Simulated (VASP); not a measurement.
# Li2S (Fm-3m) in VASP: settings compared

The runs below take Li2S through single point, with PBE-based screened hybrid with 20 % exact exchange, PBE-based screened hybrid with 75 % exact exchange, HSE06.

All numbers are computed with VASP 6.6.1; they aren't measurements. Logs are shortened: lines on timing, memory, paths and dates and some standing lists are left out, and cuts for length are marked.

### 1 The cell of the first run

The structure is cubic, space group Fm-3m (No. 225). Conventional cell: a = 5.691 Å, b = 5.691 Å, c = 5.691 Å, α = 90.00°, β = 90.00°, γ = 90.00°. Li (site symmetry -43m) has 4 S at 2.46 Å and 6 Li at 2.85 Å within 3.3 Å. Within 3.3 Å of S (site symmetry m-3m) lie 8 Li at 2.46 Å.

### 2 Single point, PBE-based screened hybrid with 20 % exact exchange

Input file POSCAR:

```
Li2S
1.0
    0.0000000000      2.8452943747      2.8452943747
    2.8452943747      0.0000000000      2.8452943747
    2.8452943747      2.8452943747      0.0000000000
Li S
2 1
Direct
    0.2500000000      0.2500000000      0.2500000000
    0.7500000000      0.7500000000      0.7500000000
    0.0000000000      0.0000000000      0.0000000000
```

Input file INCAR.step1:

```
ALGO = Normal
EDIFF = 1E-5
ENCUT = 650
GGA = PE
GGA_COMPAT = False
ISIF = 2
ISMEAR = 0
LASPH = True
LREAL = False
LWAVE = True
NBANDS = 13
NELM = 120
PREC = Accurate
SIGMA = 0.01
```

Input file INCAR.step2:

```
AEXX = 0.2
ALGO = Normal
EDIFF = 1E-6
ENCUT = 650
GGA = PE
GGA_COMPAT = False
HFSCREEN = 0.1
ISIF = 2
ISMEAR = 0
ISTART = 1
LASPH = True
LCHARG = True
LELF = True
LHFCALC = True
LREAL = False
LVHAR = True
LWAVE = False
NBANDS = 13
NELM = 120
PREC = Accurate
PRECFOCK = Normal
SIGMA = 0.01
```

Input file KPOINTS:

```
k-points
0
Gamma
  4 4 4
```

Potentials or basis: VASP PAW PBE potentials, release 64 (Li_sv, S).

Launch:

```
cat potpaw_PBE.64/Li_sv/POTCAR potpaw_PBE.64/S/POTCAR > POTCAR
cp INCAR.step1 INCAR
mpirun -np 1 vasp_std > vasp.out
cp INCAR.step2 INCAR
mpirun -np 1 vasp_std > vasp.out
```

OUTCAR:

```text
AEXX = 0.2
   EDIFF = 1E-6
   ENCUT = 650
   GGA = PE
   HFSCREEN = 0.1
   ISIF = 2
   ISMEAR = 0
   ISTART = 1
   LASPH = True
   LHFCALC = True
   LREAL = False
   NELM = 120
   PREC = Accurate
   PRECFOCK = Normal

 ion  position               nearest neighbor table
   1  0.250  0.250  0.250-   3 2.46   3 2.46   3 2.46   3 2.46
   2  0.750  0.750  0.750-   3 2.46   3 2.46   3 2.46   3 2.46
   3  0.000  0.000  0.000-   2 2.46   2 2.46   2 2.46   1 2.46   2 2.46   1 2.46   1 2.46   1 2.46

  LATTYP: Found a face centered cubic cell.
 ALAT       =     5.6905887494

  Lattice vectors:

 A1 = (   0.0000000000,   2.8452943747,   2.8452943747)
 A2 = (   2.8452943747,   0.0000000000,   2.8452943747)
 A3 = (   2.8452943747,   2.8452943747,   0.0000000000)

Analysis of symmetry for initial positions (statically):
=====================================================================
 Subroutine PRICEL returns:
 Original cell was already a primitive cell.

 Routine SETGRP: Setting up the symmetry group for a
 face centered cubic supercell.

 Subroutine GETGRP returns: Found 48 space group operations
 (whereof 48 operations were pure point group operations)
 out of a pool of 48 trial point group operations.

The static configuration has the point symmetry O_h .

Analysis of symmetry for dynamics (positions and initial velocities):
=====================================================================
 Subroutine PRICEL returns:
 Original cell was already a primitive cell.

 Routine SETGRP: Setting up the symmetry group for a
 face centered cubic supercell.

 Subroutine GETGRP returns: Found 48 space group operations
 (whereof 48 operations were pure point group operations)
 out of a pool of 48 trial point group operations.

The dynamic configuration has the point symmetry O_h .

 Subroutine INISYM returns: Found 48 space group operations
 (whereof 48 operations are pure point group operations),
 and found     1 'primitive' translations

----------------------------------------------------------------------------------------

                                     Primitive cell

  volume of cell :      46.0693

  direct lattice vectors                    reciprocal lattice vectors
     0.000000000  2.845294375  2.845294375    -0.175728742  0.175728742  0.175728742
     2.845294375  0.000000000  2.845294375     0.175728742 -0.175728742  0.175728742
     2.845294375  2.845294375  0.000000000     0.175728742  0.175728742 -0.175728742
[... 89 lines left out ...]
     AMIX_MAG =   1.60;   BMIX_MAG =  1.00
  volume/ion in A,a.u.               =      15.36       103.63
  Fermi-wavevector in a.u.,A,eV,Ry     =   1.045518  1.975742 14.872626  1.093107
  Thomas-Fermi vector in A             =   2.180317
   LORBIT       =      0    0 simple, 1 ext, 2 COOP (PROOUT), +10 PAW based schemes
   GGA     = PE    functional components
   LHFCALC =     T    Hartree Fock is set to
   PRECFOCK=normal    Normal, Fast or Accurate (Low or Medium for compatibility)
   ENCUT4O =  -1.0   cutoff for four orbital integrals eV
   NKREDX  =     1    reduce k-point grid by
   NKREDY  =     1    reduce k-point grid by
   NKREDZ  =     1    reduce k-point grid by
   AEXX    =    0.2000 exact exchange contribution
   HFSCREEN=    0.1000 screening length (either q_TF or 0.3 A-1)
   HFSCREENC=   0.1000 screening length for correlation (either q_TF or 0.3 A-1)
   ENCUTFOCK=  -1.0 apply spherical cutoff to Coloumb kernel
   IVDW    =     0    specifies the selected vdW correction
   LEPSILON=     F    determine dielectric tensor
   LRPA    =     F    only Hartree local field effects (RPA)
 non-spin polarized calculation
 Gauss-broadening in eV      SIGMA  =   0.01
  energy-cutoff  :      650.00
  volume of cell :       46.07
 maximum number of plane-waves:      1759
 NGX is ok and might be reduce to    36
  NGX = 28; NGY = 28; NGZ = 28

 number of electron      11.9999998 magnetization

 Free energy of the ion-electron system (eV)
  ---------------------------------------------------
  ext. energy  EPLUGINS =         0.00000000
  ---------------------------------------------------
  free energy    TOTEN  =       -13.55597328 eV

  energy without entropy =      -13.55597328  energy(sigma->0) =      -13.55597328

 E-fermi :   0.8615     XC(G=0):  -7.2532

 val. band max:        0.7643182154   @ k =   0.0000   0.0000   0.0000
 cond. band min:       5.1707026743   @ k =   0.5000   0.5000   0.0000
 fundamental gap:      4.4063844589
 Fermi energy:         0.8615225061

 k-point     1 :       0.0000    0.0000    0.0000
  band No.  band energies     occupation
      1     -45.8098      2.00000
      2     -45.7658      2.00000
      3     -11.2222      2.00000
      4       0.7643      2.00000
      5       0.7643      2.00000
      6       0.7643      2.00000
      7       6.1692      0.00000
      8       8.2109      0.00000
      9       8.2109      0.00000
     10       8.2109      0.00000
     11      13.3231      0.00000
     12      13.3231      0.00000
     13      14.5462      0.00000
[... 98 lines left out ...]
  band No.  band energies     occupation
      1     -45.7864      2.00000
      2     -45.7864      2.00000
      3     -10.5782      2.00000
      4      -1.2280      2.00000
      5      -1.2280      2.00000
      6      -1.1084      2.00000
      7       7.3351      0.00000
      8       9.3398      0.00000
      9      10.9950      0.00000
     10      10.9950      0.00000
     11      14.1890      0.00000
     12      14.1890      0.00000
     13      14.9512      0.00000

------------------------ aborting loop because EDIFF is reached ----------------------------------------

  FORCE on cell =-STRESS in cart. coord.  units (eV):
  Direction    XX          YY          ZZ          XY          YZ          ZX
  --------------------------------------------------------------------------------------
  -------------------------------------------------------------------------------------
  Total       -0.1434382     -0.1434382     -0.1434382      0.0000000     -0.0000000      0.0000000
  in kB       -4.9884294     -4.9884294     -4.9884294      0.0000000     -0.0000000      0.0000000
  external PRESSURE =      -4.9884294 kB  Pullay stress =       0.0000000 kB

 VOLUME and BASIS-vectors are now :
 -----------------------------------------------------------------------------
  energy-cutoff  :      650.00
  volume of cell :       46.07
      direct lattice vectors                 reciprocal lattice vectors
     0.000000000  2.845294375  2.845294375    -0.175728742  0.175728742  0.175728742
     2.845294375  0.000000000  2.845294375     0.175728742 -0.175728742  0.175728742
     2.845294375  2.845294375  0.000000000     0.175728742  0.175728742 -0.175728742

 POSITION                                       TOTAL-FORCE (eV/Angst)
 -----------------------------------------------------------------------------------
      1.42265      1.42265      1.42265         0.000000      0.000000      0.000000
      4.26794      4.26794      4.26794        -0.000000     -0.000000     -0.000000
      0.00000      0.00000      0.00000         0.000000      0.000000      0.000000
 -----------------------------------------------------------------------------------
    total drift:                                0.000000      0.000000      0.000000

  FREE ENERGIE OF THE ION-ELECTRON SYSTEM (eV)
  ---------------------------------------------------
  free  energy   TOTEN  =       -13.5559732773 eV

  energy  without entropy=      -13.5559732773  energy(sigma->0) =      -13.55597328
```

OUTCAR.step1:

```text
EDIFF = 1E-5
   ENCUT = 650
   GGA = PE
   ISIF = 2
[... 336 lines left out ...]
      1.42265      1.42265      1.42265         0.000000      0.000000     -0.000000
      4.26794      4.26794      4.26794        -0.000000     -0.000000     -0.000000
      0.00000      0.00000      0.00000         0.000000      0.000000      0.000000
 -----------------------------------------------------------------------------------
    total drift:                                0.000000      0.000000      0.000000

  FREE ENERGIE OF THE ION-ELECTRON SYSTEM (eV)
  ---------------------------------------------------
  free  energy   TOTEN  =       -11.9868983609 eV

  energy  without entropy=      -11.9868983609  energy(sigma->0) =      -11.98689836
```

Run time: 2.3 min. Hardware: 1 thread of AMD EPYC 9R45 (Zen 5), shared host; peak memory 0.27 GiB.

What came out:

```yaml
Free_energy: -13.5560 eV
Pressure: -0.5 GPa
Band_gap_on_the_k_mesh: 4.41 eV (least direct gap 5.40 eV)
```

Levels at points of the mesh, in eV from the valence-band top:
```tsv
k point	band 4	band 5	band 6	band 7	band 8	band 9
(0.00, 0.00, 0.00)	0.00	0.00	0.00	5.40	7.45	7.45
(0.50, 0.00, 0.00)	-3.13	-0.55	-0.55	7.34	7.78	7.78
(0.50, 0.50, 0.00)	-2.38	-1.53	-1.53	4.41	8.31	12.57
```

Caveat: the k points lie up to 0.48 Å⁻¹ apart; the PAW data sets were made with another functional, which shifts forces and pressure a little. A k mesh can miss the band edges.

### 3 Single point, PBE-based screened hybrid with 75 % exact exchange

POSCAR is that of step 2.

Input file INCAR.step1:

```
SYSTEM = Li2S
PREC = Accurate
ENCUT = 650
EDIFF = 1E-5
ISMEAR = 0
SIGMA = 0.01
LREAL = .False.
LASPH = .True.
NELM = 120
ALGO = Normal
ISIF = 2
LWAVE = .True.
LCHARG = .False.
GGA = PE
NBANDS = 13
GGA_COMPAT = .False.
```

Input file INCAR.step2:

```
SYSTEM = Li2S
PREC = Accurate
ENCUT = 650
EDIFF = 1E-6
ISMEAR = 0
SIGMA = 0.01
LREAL = .False.
LASPH = .True.
NELM = 120
ALGO = Normal
ISIF = 2
LWAVE = .False.
LCHARG = .False.
GGA = PE
LHFCALC = .True.
AEXX = 0.75
HFSCREEN = 0.3
PRECFOCK = Normal
ISTART = 1
NBANDS = 13
GGA_COMPAT = .False.
```

Input file KPOINTS:

```
regular mesh
0
Gamma
  4 4 4
  0 0 0
```

Potentials or basis: VASP PAW PBE potentials, release 64 (Li_sv, S).

Launch:

```
cat potpaw_PBE.64/Li_sv/POTCAR potpaw_PBE.64/S/POTCAR > POTCAR
cp INCAR.step1 INCAR
mpirun -np 1 vasp_std > vasp.out
cp INCAR.step2 INCAR
mpirun -np 1 vasp_std > vasp.out
```

It took 3.3 min on 1 thread of AMD EPYC 9R45 (Zen 5), shared host; peak memory 0.27 GiB.

Results (log left out):

* Free energy: -15.7993 eV
* Pressure: -1.9 GPa
* Band gap on the k mesh: 5.70 eV (least direct gap 6.90 eV)

Levels at points of the mesh, in eV from the valence-band top:
| k point | band 3 | band 4 | band 5 | band 6 | band 7 | band 8 | band 9 | band 10 |
| --- | --- | --- | --- | --- | --- | --- | --- | --- |
| (0.00, 0.00, 0.00) | -14.24 | 0.00 | 0.00 | 0.00 | 6.90 | 9.06 | 9.06 | 9.06 |
| (0.50, 0.00, 0.00) | -13.63 | -3.48 | -0.60 | -0.60 | 8.92 | 9.35 | 9.35 | 11.38 |
| (0.50, 0.50, 0.00) | -13.45 | -2.72 | -1.68 | -1.68 | 5.70 | 9.85 | 14.66 | 14.66 |

Caveat: the k points lie up to 0.48 Å⁻¹ apart; the PAW data sets were made with another functional, which shifts forces and pressure a little.

### 4 Single point, HSE06

POSCAR is that of step 3.

Input file INCAR.step1:

```
PREC = Accurate ; ENCUT = 650
EDIFF = 1E-5 ; ISMEAR = -1
SIGMA = 0.5 ; LREAL = False
LASPH = True ; NELM = 120
ALGO = Normal ; ISIF = 2
LWAVE = True ; LCHARG = False
NBANDS = 13 ; GGA = PE
GGA_COMPAT = False
```

Input file INCAR.step2:

```
PREC = Accurate ; ENCUT = 650
EDIFF = 1E-6 ; ISMEAR = -1
SIGMA = 0.5 ; LREAL = False
LASPH = True ; NELM = 120
ALGO = Normal ; ISIF = 2
LWAVE = False ; LCHARG = False
GGA = PE ; LHFCALC = True
HFSCREEN = 0.2079 ; PRECFOCK = Normal
NBANDS = 13 ; ISTART = 1
GGA_COMPAT = False
```

Input file KPOINTS:

```
Automatic mesh
0
Gamma
  4 4 4
```

Launch:

```
cat potpaw_PBE.64/Li_sv/POTCAR potpaw_PBE.64/S/POTCAR > POTCAR
cp INCAR.step1 INCAR
mpirun -np 1 vasp_std > vasp.out
cp INCAR.step2 INCAR
mpirun -np 1 vasp_std > vasp.out
```

It took 5.3 min on 1 thread of AMD EPYC 9R45 (Zen 5), shared host; peak memory 0.27 GiB.

It converged, with:

```
Free energy            : -13.5148 eV
Pressure               : -0.5 GPa
Band gap on the k mesh : 4.33 eV (least direct gap 5.35 eV)
```

Levels at points of the mesh, in eV from the valence-band top:
```
           k point  band 2  band 3  band 4  band 5  band 6  band 7  band 8  band 9  band 10  band 11
(0.00, 0.00, 0.00)  -47.10  -12.19    0.00    0.00    0.00    5.35    7.39    7.39     7.39    12.52
(0.50, 0.00, 0.00)  -47.12  -11.69   -3.16   -0.55   -0.55    7.28    7.72    7.72     9.65    14.28
(0.50, 0.50, 0.00)  -47.11  -11.54   -2.40   -1.54   -1.54    4.33    8.25   12.56    12.56    13.67
```

Caveat: the k points lie up to 0.48 Å⁻¹ apart; so wide a smearing shifts energies and pressures; the PAW data sets were made with another functional, which shifts forces and pressure a little. A k mesh can miss the band edges.

### 5 Summary

| level | smearing | share of exact exchange | screening parameter | gap on the mesh (eV) | pressure (GPa) |
| --- | --- | --- | --- | --- | --- |
| PBE-based screened hybrid with 20 % exact exchange | gaussian 0.01 eV | 0.2 | 0.1 1/Å | 4.41 | -0.5 |
| PBE-based screened hybrid with 75 % exact exchange | gaussian 0.01 eV | 0.75 | 0.3 1/Å | 5.70 | -1.9 |
| HSE06 | fermi-dirac 0.5 eV | 0.25 | 0.2079 1/Å | 4.33 | -0.5 |

Alike in all rows: task single point; potentials or basis VASP PAW PBE potentials, release 64 (Li_sv, S); no spin polarisation; cell as given; k mesh 4 × 4 × 4; cutoff (eV) 650.

Caveats: all runs use coarse meshes; the PAW data sets were made with another functional, which shifts forces and pressure a little; so wide a smearing shifts energies and pressures (at least some runs).

Total energies depend on the potentials used, so only differences within one code and one set of settings carry meaning.
